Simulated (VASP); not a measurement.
# Ru3C (Pm-3m) in VASP: further runs, part 2 of 3

VASP 6.6.1.

## 3. Single point, PBE

This run uses another cell than the first one, of 12.49 Å³/atom, 1.068 times its volume.

Input file INCAR:

```
  ALGO = Normal
  EDIFF = 1E-6
  ENCUT = 520
  GGA = PE
  ISIF = 2
  ISMEAR = 0
  LASPH = T
  LCHARG = F
  LREAL = F
  LWAVE = F
  NBANDS = 31
  NELM = 80
  PREC = Accurate
  SIGMA = 0.1
```

Input file KPOINTS:

```
k-points
0
Gamma
  12 12 12
```

Input file POSCAR:

```
Ru3C
1.0
    3.6831974203      0.0000000000      0.0000000000
    0.0000000000      3.6831974203      0.0000000000
    0.0000000000      0.0000000000      3.6831974203
Ru C
3 1
Direct
    0.0000000000      0.5000000000      0.5000000000
    0.5000000000      0.0000000000      0.5000000000
    0.5000000000      0.5000000000      0.0000000000
    0.0000000000      0.0000000000      0.0000000000
```

Potentials or basis: VASP PAW PBE potentials, release 64 (Ru_pv, C).

Started as:

```bash
$ cat potpaw_PBE.64/Ru_pv/POTCAR potpaw_PBE.64/C/POTCAR > POTCAR
$ mpirun -np 1 vasp_std > vasp.out
```

OUTCAR:

```text
EDIFF = 1E-6
   ENCUT = 520
   GGA = PE
   ISIF = 2
   ISMEAR = 0
   LASPH = T
   LREAL = F
   NELM = 80
   PREC = Accurate

 ion  position               nearest neighbor table
   1  0.000  0.500  0.500-   2 2.60   3 2.60   4 2.60   3 2.60   4 2.60   2 2.60   4 2.60   4 2.60
                             2 2.60   3 2.60   3 2.60   2 2.60
   2  0.500  0.000  0.500-   1 2.60   3 2.60   4 2.60   3 2.60   4 2.60   1 2.60   3 2.60   3 2.60
                             1 2.60   4 2.60   4 2.60   1 2.60
   3  0.500  0.500  0.000-   1 2.60   2 2.60   4 2.60   1 2.60   2 2.60   2 2.60   4 2.60   2 2.60
                             1 2.60   4 2.60   1 2.60   4 2.60
   4  0.000  0.000  0.000-   1 2.60   2 2.60   3 2.60   1 2.60   2 2.60   1 2.60   3 2.60   1 2.60
                             2 2.60   3 2.60   2 2.60   3 2.60

  LATTYP: Found a simple cubic cell.
 ALAT       =     3.6831974203

  Lattice vectors:

 A1 = (   3.6831974203,   0.0000000000,   0.0000000000)
 A2 = (   0.0000000000,   3.6831974203,   0.0000000000)
 A3 = (   0.0000000000,   0.0000000000,   3.6831974203)

Analysis of symmetry for initial positions (statically):
=====================================================================
 Subroutine PRICEL returns:
 Original cell was already a primitive cell.

 Routine SETGRP: Setting up the symmetry group for a
 simple cubic supercell.

 Subroutine GETGRP returns: Found 48 space group operations
 (whereof 48 operations were pure point group operations)
 out of a pool of 48 trial point group operations.

The static configuration has the point symmetry O_h .

Analysis of symmetry for dynamics (positions and initial velocities):
=====================================================================
 Subroutine PRICEL returns:
 Original cell was already a primitive cell.

 Routine SETGRP: Setting up the symmetry group for a
 simple cubic supercell.

 Subroutine GETGRP returns: Found 48 space group operations
 (whereof 48 operations were pure point group operations)
 out of a pool of 48 trial point group operations.

The dynamic configuration has the point symmetry O_h .

 Subroutine INISYM returns: Found 48 space group operations
 (whereof 48 operations are pure point group operations),
 and found     1 'primitive' translations

----------------------------------------------------------------------------------------

                                     Primitive cell

  volume of cell :      49.9660

  direct lattice vectors                    reciprocal lattice vectors
     3.683197420  0.000000000  0.000000000     0.271503231  0.000000000  0.000000000
     0.000000000  3.683197420  0.000000000     0.000000000  0.271503231  0.000000000
     0.000000000  0.000000000  3.683197420     0.000000000  0.000000000  0.271503231

  length of vectors
     3.683197420  3.683197420  3.683197420     0.271503231  0.271503231  0.271503231

  position of ions in fractional coordinates (direct lattice)
     0.000000000  0.500000000  0.500000000
     0.500000000  0.000000000  0.500000000
     0.500000000  0.500000000  0.000000000
     0.000000000  0.000000000  0.000000000

  ion indices of the primitive-cell ions
   primitive index   ion index
                 1           1
                 2           2
                 3           3
                 4           4

----------------------------------------------------------------------------------------

 KPOINTS: k-points

Automatic generation of k-mesh.
 Grid dimensions read from file:
 generate k-points for:   12   12   12

 Generating k-lattice:

  Cartesian coordinates                     Fractional coordinates (reciprocal lattice)
     0.022625269  0.000000000  0.000000000     0.083333333  0.000000000  0.000000000
     0.000000000  0.022625269  0.000000000     0.000000000  0.083333333  0.000000000
     0.000000000  0.000000000  0.022625269     0.000000000  0.000000000  0.083333333

  Length of vectors
     0.022625269  0.022625269  0.022625269

  Shift w.r.t. Gamma in fractional coordinates (k-lattice)
     0.000000000  0.000000000  0.000000000

 Subroutine IBZKPT returns following result:
 ===========================================

 Found     84 irreducible k-points:

 Following reciprocal coordinates:
            Coordinates               Weight
  0.000000  0.000000  0.000000      1.000000
  0.083333  0.000000  0.000000      6.000000
  0.166667  0.000000  0.000000      6.000000
  0.250000  0.000000  0.000000      6.000000
  0.333333  0.000000  0.000000      6.000000
  0.416667  0.000000  0.000000      6.000000
[... 16 lines left out ...]
  0.333333  0.333333  0.000000     12.000000
  0.416667  0.333333  0.000000     24.000000
 [... further k-points ...]
   k-points           NKPTS =     84   k-points in BZ     NKDIM =     84   number of bands    NBANDS=     31
   number of dos      NEDOS =    301   number of ions     NIONS =      4
   total plane-waves  NPLWV =  21952
   dimension x,y,z NGX =    28 NGY =   28 NGZ =   28
   dimension x,y,z NGXF=    56 NGYF=   56 NGZF=   56
   ions per type =               3   1
   NGX,Y,Z   is equivalent  to a cutoff of  12.64, 12.64, 12.64 a.u.
   NGXF,Y,Z  is equivalent  to a cutoff of  25.28, 25.28, 25.28 a.u.
 SYSTEM =  unknown system
   PREC   = accura    normal or accurate (medium, high low for compatibility)
   ISTART =      0    job   : 0-new  1-cont  2-samecut
   ICHARG =      2    charge: 1-file 2-atom 10-const
   ISPIN  =      1    spin polarized calculation?
   LNONCOLLINEAR =      F non collinear calculations
   LSORBIT =      F    spin-orbit coupling
   LASPH  =      T    aspherical Exc in radial PAW
   ENCUT  =  520.0 eV  38.22 Ry    6.18 a.u.   6.85  6.85  6.85*2*pi/ulx,y,z
   NELM   =     80;   NELMIN=  2; NELMDL= -5     # of ELM steps
   EDIFF  = 0.1E-05   stopping-criterion for ELM
   LREAL  =      F    real-space projection
[... 7 lines left out ...]
   TEBEG  =    0.0;   TEEND  =   0.0 temperature during run
   PSTRESS=    0.0 pullay stress
   NELECT =      46.0000    total number of electrons
   NUPDOWN=      -1.0000    fix difference up-down
   EMIN   =  10.00;   EMAX   =-10.00  energy-range for DOS
   EFERMI =   0.00;   METHOD = LEGACY
   ISMEAR =     0;   SIGMA  =   0.10  broadening in eV -4-tet -1-fermi 0-gaus
   EFERMI_NEDOS =   21; number of points for ismear=-14 and -15
   IALGO  =     38    algorithm
   IMIX   =      4    mixing-type and parameters
     AMIX     =   0.40;   BMIX     =  1.00
     AMIX_MAG =   1.60;   BMIX_MAG =  1.00
  volume/ion in A,a.u.               =      12.49        84.30
  Fermi-wavevector in a.u.,A,eV,Ry     =   1.592584  3.009548 34.508795  2.536325
  Thomas-Fermi vector in A             =   2.690947
   LORBIT       =      0    0 simple, 1 ext, 2 COOP (PROOUT), +10 PAW based schemes
   GGA     = PE    functional components
   LHFCALC =     F    Hartree Fock is set to
   AEXX    =    0.0000 exact exchange contribution
   IVDW    =     0    specifies the selected vdW correction
   LEPSILON=     F    determine dielectric tensor
   LRPA    =     F    only Hartree local field effects (RPA)
 non-spin polarized calculation
 Gauss-broadening in eV      SIGMA  =   0.10
  energy-cutoff  :      520.00
  volume of cell :       49.97
 maximum number of plane-waves:      1376
 NGX is ok and might be reduce to    28
   NGX = 13   NGY = 13   NGZ = 13

 number of electron      45.9999964 magnetization

 Free energy of the ion-electron system (eV)
  ---------------------------------------------------
  ext. energy  EPLUGINS =         0.00000000
  ---------------------------------------------------
  free energy    TOTEN  =       -31.12615415 eV

  energy without entropy =      -31.08850369  energy(sigma->0) =      -31.10732892

 E-fermi :  11.5335     XC(G=0): -13.5968

 val. band max:       11.5316627511   @ k =   0.1667   0.1667   0.0833
 cond. band min:      11.5336959166   @ k =   0.3333   0.1667   0.0833
 fundamental gap:      0.0020331656
 Fermi energy:        11.5334783998

 k-point     1 :       0.0000    0.0000    0.0000
  band No.  band energies     occupation
      1     -31.8635      2.00000
      2     -31.8635      2.00000
      3     -31.8635      2.00000
      4     -31.2189      2.00000
      5     -31.2189      2.00000
      6     -31.2189      2.00000
[... 805 lines left out ...]
     30      16.3272      0.00000
     31      19.8253      0.00000

 [... further k-points ...]

------------------------ aborting loop because EDIFF is reached ----------------------------------------

  FORCE on cell =-STRESS in cart. coord.  units (eV):
  Direction    XX          YY          ZZ          XY          YZ          ZX
  --------------------------------------------------------------------------------------
  -------------------------------------------------------------------------------------
  Total       -0.0022468     -0.0022468     -0.0022468      0.0000000      0.0000000     -0.0000000
  in kB       -0.0720447     -0.0720447     -0.0720447      0.0000000      0.0000000     -0.0000000
  external PRESSURE =      -0.0720447 kB  Pullay stress =       0.0000000 kB

 VOLUME and BASIS-vectors are now :
 -----------------------------------------------------------------------------
  energy-cutoff  :      520.00
  volume of cell :       49.97
      direct lattice vectors                 reciprocal lattice vectors
     3.683197420  0.000000000  0.000000000     0.271503231  0.000000000  0.000000000
     0.000000000  3.683197420  0.000000000     0.000000000  0.271503231  0.000000000
     0.000000000  0.000000000  3.683197420     0.000000000  0.000000000  0.271503231

 POSITION                                       TOTAL-FORCE (eV/Angst)
 -----------------------------------------------------------------------------------
      0.00000      1.84160      1.84160         0.000000      0.000000      0.000000
      1.84160      0.00000      1.84160         0.000000      0.000000      0.000000
      1.84160      1.84160      0.00000         0.000000      0.000000      0.000000
      0.00000      0.00000      0.00000         0.000000      0.000000      0.000000
 -----------------------------------------------------------------------------------
    total drift:                                0.000000      0.000000      0.000000

  FREE ENERGIE OF THE ION-ELECTRON SYSTEM (eV)
  ---------------------------------------------------
  free  energy   TOTEN  =       -31.1261541512 eV

  energy  without entropy=      -31.0885036907  energy(sigma->0) =      -31.10732892
```

OSZICAR:

```text
N       E                     dE             d eps       ncg     rms          rms(c)
DAV:   1     0.504875256038E+03    0.50488E+03   -0.27793E+04  5208   0.162E+03
DAV:   2    -0.179948427121E+02   -0.52287E+03   -0.50454E+03  5698   0.488E+02
DAV:   3    -0.327207859367E+02   -0.14726E+02   -0.14206E+02  5861   0.869E+01
DAV:   4    -0.329197918562E+02   -0.19901E+00   -0.19868E+00  5879   0.947E+00
DAV:   5    -0.329242457736E+02   -0.44539E-02   -0.44534E-02  6146   0.135E+00    0.224E+01
DAV:   6    -0.315499978508E+02    0.13742E+01   -0.69154E+00  6129   0.209E+01    0.865E+00
DAV:   7    -0.311825056014E+02    0.36749E+00   -0.87804E-01  6113   0.667E+00    0.582E+00
DAV:   8    -0.311277416498E+02    0.54764E-01   -0.24809E-01  5411   0.357E+00    0.110E+00
DAV:   9    -0.311261581553E+02    0.15835E-02   -0.11899E-02  5988   0.764E-01    0.259E-01
DAV:  10    -0.311261427165E+02    0.15439E-04   -0.83608E-04  6186   0.242E-01    0.483E-02
DAV:  11    -0.311261550104E+02   -0.12294E-04   -0.67601E-05  6301   0.580E-02    0.148E-02
DAV:  12    -0.311261541512E+02    0.85923E-06   -0.51797E-06  5146   0.154E-02
   1 F= -.31126154E+02 E0= -.31107329E+02  d E =-.376505E-01
```

Run time: 41 s. Hardware: 1 thread of Intel Xeon 6975P-C (Granite Rapids), shared host; peak memory 0.23 GiB.

What came out:

- Free energy: -31.1262 eV
- Pressure: 0.0 GPa
- Band gap on the k mesh: zero (band 23 reaches 12.23 eV, above the bottom of band 24 at 11.23 eV)

(Continued in part 3 of 3.)
